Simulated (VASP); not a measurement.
Set up this calculation in VASP 6.6.1, as the native input.

```
Task                   : single point
Functional             : PBE
Potentials or basis    : VASP PAW PBE potentials, release 64 (Ga_d, N)
Cutoff                 : 520 eV
k mesh                 : 3 × 3 × 3
Occupations            : gaussian, width 0.02 eV
Spin                   : collinear spin, ferromagnetic start
Starting moments       : [0.0, 0.0, 0.0, 0.0, 0.0, 0.0, 0.17, 0.17, 0.17, 0.19, 0.19, 0.19, 1.59] μB
Dipole correction      : no
Further INCAR settings : ALGO = Normal; EDIFF = 1e-07; NBANDS = 72
```

The structure of Ga6N7 (a cell with a defect) lies in POSCAR:

```
Ga6N7
1.0
    0.0000000000      0.0000000000      5.2431684095
    4.8275562239     -2.7871908853      0.0000000000
   -0.0000000001      5.5743817708      0.0000000000
Ga N
6 7
Direct
    0.5066732160      0.3344344271      0.3334621961
    0.5074561395      0.0037745806      0.6717256963
    0.4538000335      0.6613689933      0.9974963787
    1.0165263794      0.0714380080      0.3580711632
    1.0103209713      0.7143531510      0.6477675444
    0.9984718382      0.3252165127      0.9999077439
    0.8737348569      0.3876068788      0.3539334837
    0.8751240932      0.0288048432      0.6459773917
    0.8127122128      0.6053319453      0.9722769095
    0.3769386839      0.0062609317      0.3417366248
    0.3705299636      0.6686503171      0.6615594735
    0.3638811213      0.3239260047      1.0026590997
   -0.1599700667     -0.1311294930      0.0134215910
```

These files were run (other wordings do the same):

INCAR

```
SYSTEM = Ga6N7
ALGO = Normal ; EDIFF = 1E-7
ENCUT = 520 ; GGA = PE
ISIF = 2 ; ISMEAR = 0
ISPIN = 2 ; LASPH = .TRUE.
LCHARG = .FALSE. ; LORBIT = 11
LREAL = .FALSE. ; LWAVE = .FALSE.
MAGMOM = 0 0 0 0 0 0 0.17 0.17 0.17 0.19 0.19 0.19 1.59 ; NBANDS = 72
NELM = 150 ; PREC = Accurate
SIGMA = 0.02
```

KPOINTS

```
k-points
0
G
  3 3 3
  0 0 0
```

Potentials or basis: VASP PAW PBE potentials, release 64 (Ga_d, N).

Launch:

```console
$ cat potpaw_PBE.64/Ga_d/POTCAR potpaw_PBE.64/N/POTCAR > POTCAR
$ mpirun -np 1 vasp_std > vasp.out
```

It gave:

```
Pressure                                              : 13.6 GPa
Largest force                                         : 1.375 eV/Å
Band gap on the k mesh                                : 0.25 eV
Net moment                                            : 1.00 μB per cell
Site moments                                          : Ga +0.00, -0.00, +0.04 (each value once); N +0.04, +0.05, +0.36, +0.00, +0.21 (each value once) μB
Valence electrons inside the program's atomic spheres : Ga 11.80, 11.81, 11.88, 11.99, 11.96, 11.93; N 3.78, 3.74, 3.75, 3.79 (each value once)
```

Caveat: the k points lie up to 0.43 Å⁻¹ apart.

It took 10 min on 1 thread of Intel Xeon 8259CL, with other jobs on the host, peak memory 0.4 GiB.
